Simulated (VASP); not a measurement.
CaSe:

```xyz
2
Lattice="0.0000 2.9675 3.1144 2.9675 0.0000 3.1144 2.9675 2.9675 0.0000" Properties=species:S:1:pos:R:3 pbc="T T T"
Ca    0.0000    0.0000    0.0000
Se    2.9675    2.9675    3.1144
```

This cell differs from its parent crystal: uniaxial z strain +5.0%.

Base run:

| Quantity | Value |
| --- | --- |
| Program | VASP 6.6.1 |
| Functional | r2SCAN |
| Potentials or basis | VASP PAW PBE potentials, release 64 (Ca_sv, Se) |
| Cutoff | 520 eV |
| k mesh | 8 × 8 × 8 |
| Occupations | gaussian, width 0.01 eV |
| Spin | no spin polarisation |

Its results: band gap on the k mesh 2.62 eV, indirect (least direct gap 3.43 eV); pressure -1.8 GPa.

Question: The run is repeated on the same cell with these changes: functional from r2SCAN to PBE; occupations from gaussian, width 0.01 eV to fermi-dirac, width 0.02 eV. What comes out?

Answer: Band gap on the k mesh 2.15 eV, indirect (least direct gap 2.94 eV); pressure -1.2 GPa.

Caveats: the PAW data sets were made with another functional, which shifts forces and pressure a little (some runs).

A k mesh can miss the band edges.
